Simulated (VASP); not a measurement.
# Os (Im-3m) in VASP: a series of runs

The runs below take Os through single point, relaxation of cell and atoms, with PBE.

Everything below comes from runs of VASP 6.6.1. Logs are shortened: lines on timing, memory, paths and dates and some standing lists are left out, and cuts for length are marked.

## (1) The cell of the first run

It takes space group Im-3m (No. 229, cubic). The conventional cell has a = 3.092 Å, b = 3.092 Å, c = 3.092 Å, α = 90.00°, β = 90.00°, γ = 90.00°. Within 3.5 Å of Os (site symmetry m-3m) lie 14 Os at 2.68 to 3.09 Å.

This isn't the form of Os at room conditions, which is hcp.

## (2) Single point, PBE

Input file INCAR:

```
PREC = Accurate
ENCUT = 600
EDIFF = 1E-6
ISMEAR = 0
SIGMA = 0.1
LREAL = False
LASPH = True
NELM = 120
ALGO = Normal
ISIF = 2
LWAVE = False
LCHARG = False
GGA = PE
NBANDS = 10
GGA_COMPAT = False
```

Input file KPOINTS:

```
Automatic mesh
0
Gamma
  10 10 10
```

Input file POSCAR:

```
Os
1.0
   -1.5458317276      1.5458317276      1.5458317276
    1.5458317276     -1.5458317276      1.5458317276
    1.5458317276      1.5458317276     -1.5458317276
Os
1
Direct
    0.0000000000      0.0000000000      0.0000000000
```

Potentials or basis: VASP PAW PBE potentials, release 64 (Os).

The run is started by

```console
$ cat potpaw_PBE.64/Os/POTCAR > POTCAR
$ mpirun -np 1 vasp_std > vasp.out
```

OUTCAR:

```text
PREC = Accurate
   ENCUT = 600
   EDIFF = 1E-6
   ISMEAR = 0
   LREAL = False
   LASPH = True
   NELM = 120
   ISIF = 2
   GGA = PE

 ion  position               nearest neighbor table
   1  0.000  0.000  0.000-

  LATTYP: Found a body centered cubic cell.
 ALAT       =     3.0916634552

  Lattice vectors:

 A1 = (  -1.5458317276,   1.5458317276,   1.5458317276)
 A2 = (   1.5458317276,  -1.5458317276,   1.5458317276)
 A3 = (   1.5458317276,   1.5458317276,  -1.5458317276)

Analysis of symmetry for initial positions (statically):
=====================================================================
 Subroutine PRICEL returns:
 Original cell was already a primitive cell.

 Routine SETGRP: Setting up the symmetry group for a
 body centered cubic supercell.

 Subroutine GETGRP returns: Found 48 space group operations
 (whereof 48 operations were pure point group operations)
 out of a pool of 48 trial point group operations.

The static configuration has the point symmetry O_h .

Analysis of symmetry for dynamics (positions and initial velocities):
=====================================================================
 Subroutine PRICEL returns:
 Original cell was already a primitive cell.

 Routine SETGRP: Setting up the symmetry group for a
 body centered cubic supercell.

 Subroutine GETGRP returns: Found 48 space group operations
 (whereof 48 operations were pure point group operations)
 out of a pool of 48 trial point group operations.

The dynamic configuration has the point symmetry O_h .

 Subroutine INISYM returns: Found 48 space group operations
 (whereof 48 operations are pure point group operations),
 and found     1 'primitive' translations

----------------------------------------------------------------------------------------

                                     Primitive cell

  volume of cell :      14.7757

  direct lattice vectors                    reciprocal lattice vectors
    -1.545831728  1.545831728  1.545831728     0.000000000  0.323450471  0.323450471
     1.545831728 -1.545831728  1.545831728     0.323450471  0.000000000  0.323450471
     1.545831728  1.545831728 -1.545831728     0.323450471  0.323450471  0.000000000

  length of vectors
     2.677459092  2.677459092  2.677459092     0.457428042  0.457428042  0.457428042

  position of ions in fractional coordinates (direct lattice)
     0.000000000  0.000000000  0.000000000

  ion indices of the primitive-cell ions
   primitive index   ion index
                 1           1

----------------------------------------------------------------------------------------

 KPOINTS: Automatic mesh

Automatic generation of k-mesh.
 Grid dimensions read from file:
 generate k-points for:   10   10   10

 Generating k-lattice:

  Cartesian coordinates                     Fractional coordinates (reciprocal lattice)
     0.000000000  0.032345047  0.032345047     0.100000000  0.000000000  0.000000000
     0.032345047  0.000000000  0.032345047     0.000000000  0.100000000  0.000000000
     0.032345047  0.032345047  0.000000000     0.000000000  0.000000000  0.100000000

  Length of vectors
     0.045742804  0.045742804  0.045742804

  Shift w.r.t. Gamma in fractional coordinates (k-lattice)
     0.000000000  0.000000000  0.000000000

 Subroutine IBZKPT returns following result:
 ===========================================

 Found     47 irreducible k-points:

 Following reciprocal coordinates:
            Coordinates               Weight
  0.000000  0.000000  0.000000      1.000000
  0.100000  0.000000  0.000000     12.000000
  0.200000  0.000000  0.000000     12.000000
  0.300000  0.000000  0.000000     12.000000
  0.400000  0.000000  0.000000     12.000000
  0.500000  0.000000  0.000000      6.000000
[... 16 lines left out ...]
  0.300000  0.300000  0.100000      8.000000
 -0.300000  0.300000  0.100000     24.000000
 [... further k-points ...]
   k-points           NKPTS =     47   k-points in BZ     NKDIM =     47   number of bands    NBANDS=     10
   number of dos      NEDOS =    301   number of ions     NIONS =      1
   total plane-waves  NPLWV =  13824
   dimension x,y,z NGX =    24 NGY =   24 NGZ =   24
   dimension x,y,z NGXF=    48 NGYF=   48 NGZF=   48
   ions per type =               1
   NGX,Y,Z   is equivalent  to a cutoff of  14.90, 14.90, 14.90 a.u.
   NGXF,Y,Z  is equivalent  to a cutoff of  29.80, 29.80, 29.80 a.u.
 SYSTEM =  unknown system
   PREC   = accura    normal or accurate (medium, high low for compatibility)
   ISTART =      0    job   : 0-new  1-cont  2-samecut
   ICHARG =      2    charge: 1-file 2-atom 10-const
   ISPIN  =      1    spin polarized calculation?
   LNONCOLLINEAR =      F non collinear calculations
   LSORBIT =      F    spin-orbit coupling
   LASPH  =      T    aspherical Exc in radial PAW
   ENCUT  =  600.0 eV  44.10 Ry    6.64 a.u.   5.35  5.35  5.35*2*pi/ulx,y,z
   NELM   =    120;   NELMIN=  2; NELMDL= -5     # of ELM steps
   EDIFF  = 0.1E-05   stopping-criterion for ELM
   LREAL  =      F    real-space projection
   EDIFFG = 0.1E-04   stopping-criterion for IOM
   NSW    =      0    number of steps for IOM
   IBRION =     -1    ionic relax: 0-MD 1-quasi-New 2-CG
   NFREE  =      0    steps in history (QN), initial steepest desc. (CG)
   ISIF   =      2    stress and relaxation
   ISYM   =      2    0-nonsym 1-usesym 2-fastsym
   POTIM  = 0.5000    time-step for ionic-motion
   TEBEG  =    0.0;   TEEND  =   0.0 temperature during run
   PSTRESS=    0.0 pullay stress
   NELECT =       8.0000    total number of electrons
   NUPDOWN=      -1.0000    fix difference up-down
   EMIN   =  10.00;   EMAX   =-10.00  energy-range for DOS
   EFERMI =   0.00;   METHOD = LEGACY
   ISMEAR =     0;   SIGMA  =   0.10  broadening in eV -4-tet -1-fermi 0-gaus
   EFERMI_NEDOS =   21; number of points for ismear=-14 and -15
   IALGO  =     38    algorithm
   IMIX   =      4    mixing-type and parameters
     AMIX     =   0.40;   BMIX     =  1.00
     AMIX_MAG =   1.60;   BMIX_MAG =  1.00
  volume/ion in A,a.u.               =      14.78        99.71
  Fermi-wavevector in a.u.,A,eV,Ry     =   1.334308  2.521476 24.223495  1.780377
  Thomas-Fermi vector in A             =   2.463099
   LORBIT       =      0    0 simple, 1 ext, 2 COOP (PROOUT), +10 PAW based schemes
   GGA     = PE    functional components
   LHFCALC =     F    Hartree Fock is set to
   AEXX    =    0.0000 exact exchange contribution
   IVDW    =     0    specifies the selected vdW correction
   LEPSILON=     F    determine dielectric tensor
   LRPA    =     F    only Hartree local field effects (RPA)
 non-spin polarized calculation
 Gauss-broadening in eV      SIGMA  =   0.10
  energy-cutoff  :      600.00
  volume of cell :       14.78
 maximum number of plane-waves:       531
 NGX is ok and might be reduce to    24
   NGX = 11   NGY = 11   NGZ = 11

 number of electron       8.0000001 magnetization

 Free energy of the ion-electron system (eV)
  ---------------------------------------------------
  ext. energy  EPLUGINS =         0.00000000
  ---------------------------------------------------
  free energy    TOTEN  =       -10.36817748 eV

  energy without entropy =      -10.36181688  energy(sigma->0) =      -10.36499718

 E-fermi :   8.9152     XC(G=0): -13.7302

 val. band max:        8.8816280685   @ k =   0.1000   0.0000   0.0000
 cond. band min:       8.9346552060   @ k =  -0.3000   0.3000   0.3000
 fundamental gap:      0.0530271374
 Fermi energy:         8.9152271440

 k-point     1 :       0.0000    0.0000    0.0000
  band No.  band energies     occupation
      1      -1.7867      2.00000
      2       5.6806      2.00000
      3       5.6806      2.00000
      4       5.6806      2.00000
      5       8.8648      1.52389
      6       8.8648      1.52388
      7      25.1383      0.00000
      8      25.1383      0.00000
      9      25.1383      0.00000
     10      36.7212      0.00000

 k-point     2 :       0.1000    0.0000    0.0000
  band No.  band energies     occupation
      1      -1.3266      2.00000
      2       5.4516      2.00000
      3       5.6457      2.00000
      4       6.1096      2.00000
      5       8.5678      2.00000
      6       8.8816      1.36533
      7      25.4166      0.00000
      8      25.8701      0.00000
      9      25.8936      0.00000
     10      33.5539      0.00000

 k-point     3 :       0.2000    0.0000    0.0000
  band No.  band energies     occupation
      1      -0.1194      2.00000
      2       4.8982      2.00000
      3       5.4626      2.00000
      4       7.3407      2.00000
      5       8.2600      2.00000
      6       8.9620      0.50852
      7      25.3179      0.00000
      8      26.1191      0.00000
      9      27.9923      0.00000
     10      31.7174      0.00000

 k-point     4 :       0.3000    0.0000    0.0000
  band No.  band energies     occupation
      1       1.1073      2.00000
      2       4.2880      2.00000
      3       5.6843      2.00000
      4       8.4649      2.00000
      5       9.1415      0.00138
      6       9.1741      0.00025
      7      23.0689      0.00000
      8      23.6676      0.00000
      9      30.8605      0.00000
     10      31.0313      0.00000
[... 222 lines left out ...]
 k-point    22 :      -0.2000    0.2000    0.1000
  band No.  band energies     occupation
      1       0.3046      2.00000
      2       5.2814      2.00000
      3       5.5547      2.00000
      4       7.2089      2.00000
      5       7.2659      2.00000
      6       9.4929      0.00000
      7      25.6843      0.00000
      8      26.4049      0.00000
      9      28.4374      0.00000
     10      29.5282      0.00000

 k-point    23 :       0.3000    0.3000    0.1000
  band No.  band energies     occupation
      1       3.2518      2.00000
      2       4.8173      2.00000
      3       4.8173      2.00000
      4       9.4504      0.00000
      5       9.4504      0.00000
      6      15.2276      0.00000
      7      18.5297      0.00000
      8      18.5297      0.00000
      9      23.3312      0.00000
     10      33.6547      0.00000

 k-point    24 :      -0.3000    0.3000    0.1000
  band No.  band energies     occupation
      1       1.5263      2.00000
      2       4.7096      2.00000
      3       5.3476      2.00000
      4       7.7026      2.00000
      5       9.0476      0.06116
      6       9.6906      0.00000
      7      22.6526      0.00000
      8      25.0119      0.00000
      9      29.2758      0.00000
     10      31.5464      0.00000

 [... further k-points ...]

------------------------ aborting loop because EDIFF is reached ----------------------------------------

  FORCE on cell =-STRESS in cart. coord.  units (eV):
  Direction    XX          YY          ZZ          XY          YZ          ZX
  --------------------------------------------------------------------------------------
  -------------------------------------------------------------------------------------
  Total        0.0096240      0.0096240      0.0096240      0.0000000      0.0000000     -0.0000000
  in kB        1.0435619      1.0435619      1.0435619      0.0000000      0.0000000     -0.0000000
  external PRESSURE =       1.0435619 kB  Pullay stress =       0.0000000 kB

 VOLUME and BASIS-vectors are now :
 -----------------------------------------------------------------------------
  energy-cutoff  :      600.00
  volume of cell :       14.78
      direct lattice vectors                 reciprocal lattice vectors
    -1.545831728  1.545831728  1.545831728     0.000000000  0.323450471  0.323450471
     1.545831728 -1.545831728  1.545831728     0.323450471  0.000000000  0.323450471
     1.545831728  1.545831728 -1.545831728     0.323450471  0.323450471  0.000000000

 POSITION                                       TOTAL-FORCE (eV/Angst)
 -----------------------------------------------------------------------------------
      0.00000      0.00000      0.00000         0.000000     -0.000000      0.000000
 -----------------------------------------------------------------------------------
    total drift:                                0.000000      0.000000      0.000000

  FREE ENERGIE OF THE ION-ELECTRON SYSTEM (eV)
  ---------------------------------------------------
  free  energy   TOTEN  =       -10.3681774815 eV

  energy  without entropy=      -10.3618168823  energy(sigma->0) =      -10.36499718
```

Run time: 12 s. Hardware: 1 thread of AMD EPYC 7R43 (Zen 3), shared host; peak memory 0.11 GiB.

What came out:

| Item | Value |
| --- | --- |
| Free energy | -10.3682 eV |
| Pressure | 0.1 GPa |
| Band gap on the k mesh | zero (bands 4 and 5 overlap by 4.00 eV) |

Levels at points of the mesh, in eV from the Fermi level:
```
           k point  band 2  band 3  band 4  band 5  band 6  band 7
(0.00, 0.00, 0.00)   -3.23   -3.23   -3.23   -0.05   -0.05   16.22
(0.50, 0.00, 0.00)   -5.24   -0.19   -0.18    0.56    3.15    8.74
(0.50, 0.50, 0.50)   -7.09    2.35    2.35    2.35    7.80    7.80
```

Caveat: spin-orbit coupling is left out, which moves the levels of the heavy elements.

[end of part 1 of 2]

The gap in the log of VASP goes by the Fermi energy; the results here count the filled bands.